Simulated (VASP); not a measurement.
Here is a VASP 6.6.1 calculation.

File INCAR:

```
SYSTEM = Bi
PREC     = Accurate       ! precision mode
ENCUT    = 520            ! plane-wave cutoff, eV
EDIFF    = 1E-6           ! SCF threshold, eV
ISMEAR   = -1             ! smearing method
SIGMA    = 0.05           ! smearing width, eV
LREAL    = .FALSE.        ! projectors in reciprocal space
LASPH    = .TRUE.         ! aspherical terms in the spheres
NELM     = 80             ! most SCF steps
ALGO     = Fast           ! electronic algorithm
ISIF     = 2              ! what is computed and relaxed
LWAVE    = .FALSE.        ! write WAVECAR
LCHARG   = .FALSE.        ! write CHGCAR
GGA      = PS             ! functional
NBANDS   = 22             ! bands
```

Contents of KPOINTS:

```
Automatic mesh
0
G
  6 6 9
  0 0 0
```

The input POSCAR:

```
Bi
1.0
    3.4173821397     -3.0686298933      0.0000000000
    3.4173821397      3.0686298933      0.0000000000
   -1.2345086997      0.0000000000      3.0499903288
Bi
2
Direct
    0.7530610000      0.7530610000      0.8573820000
    0.2469390000      0.2469390000      0.1426180000
```

Potentials or basis: VASP PAW PBE potentials, release 64 (Bi_d).

Launch:

```sh
$ cat potpaw_PBE.64/Bi_d/POTCAR > POTCAR
$ mpirun -np 1 vasp_std > vasp.out
```

(1) Estimate the largest force.

(2) Predict the band gap on the k mesh.

(3) Predict the pressure.

## Answers

(1) 0.033 eV/Å.

(2) zero (band 15 reaches 10.67 eV, above the bottom of band 16 at 5.50 eV).

(3) 0.6 GPa.

Caveat: the PAW data sets were made with another functional, which shifts forces and pressure a little; spin-orbit coupling is left out, which moves the levels of the heavy elements.
